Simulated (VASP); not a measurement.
## CoPdO2: single point with LDA

CoPdO2:

```
Co Pd O
1.0
     1.42626    0.82345    5.75646
    -1.42626    0.82345    5.75646
     0.00000   -1.64691    5.75646
Co Pd O
1 1 2
Direct
  0.50000 0.50000 0.50000
  0.00000 0.00000 0.00000
  0.87566 0.87566 0.87566
  0.12434 0.12434 0.12434
```

This cell differs from its parent crystal: functional LDA, strained.

```yaml
Program: VASP 6.6.1
Task: single point
Functional: LDA
Potentials_or_basis: VASP PAW LDA potentials, release 64 (Co, Pd, O)
Cutoff: 520 eV
k_mesh: 18 × 18 × 18
Occupations: gaussian, width 0.1 eV
Spin: no spin polarisation
Dipole_correction: no
Further_INCAR_settings: ALGO = Normal; EDIFF = 1e-06; NBANDS = 24
```

* Pressure: 7.3 GPa
* Largest force: 4.928 eV/Å

Forces on the atoms (eV/Å):
```
Co   0.000  0.000  0.000
Pd   0.000  0.000  0.000
O    0.000  0.000  4.928
O    0.000  0.000 -4.928
```

Stress tensor (GPa, compression positive):
```
11.82  0.00  0.00
 0.00 11.82  0.00
 0.00  0.00 -1.75
```

Levels at points of the mesh, in eV from the Fermi level:
| k point | band 12 | band 13 | band 14 | band 15 | band 16 | band 17 | band 18 | band 19 | band 20 | band 21 |
| --- | --- | --- | --- | --- | --- | --- | --- | --- | --- | --- |
| (0.00, 0.00, 0.00) | -1.93 | -1.93 | -1.28 | -1.28 | -0.46 | 1.91 | 2.68 | 2.68 | 6.05 | 10.51 |
| (0.50, 0.00, 0.00) | -1.63 | -1.46 | -0.90 | -0.15 | 0.32 | 1.24 | 2.33 | 3.22 | 7.64 | 10.63 |
| (0.50, 0.50, 0.00) | -1.54 | -1.45 | -1.25 | -0.15 | 0.08 | 1.72 | 2.49 | 3.11 | 8.18 | 9.64 |
| (0.50, 0.50, 0.50) | -1.94 | -1.94 | -0.91 | -0.91 | 0.03 | 2.46 | 2.54 | 2.54 | 5.06 | 9.68 |

Run time: 22 min on 1 thread of Intel(R) Xeon(R) 6975P-C (Granite Rapids), with other jobs on the host, peak memory 0.75 GiB.

Caveat: the cell differs from its parent crystal (functional LDA, strained); an odd number of electrons without spin polarisation forces a metal; a magnetic or distorted state may lie lower; the run has no spin polarisation, though such a crystal can be magnetic; semilocal functionals often make such compounds metallic where correlation or magnetic order opens a gap, which also shifts bond lengths. Spin polarisation is off, so any magnetic state and its effect on volume and gap are missing.
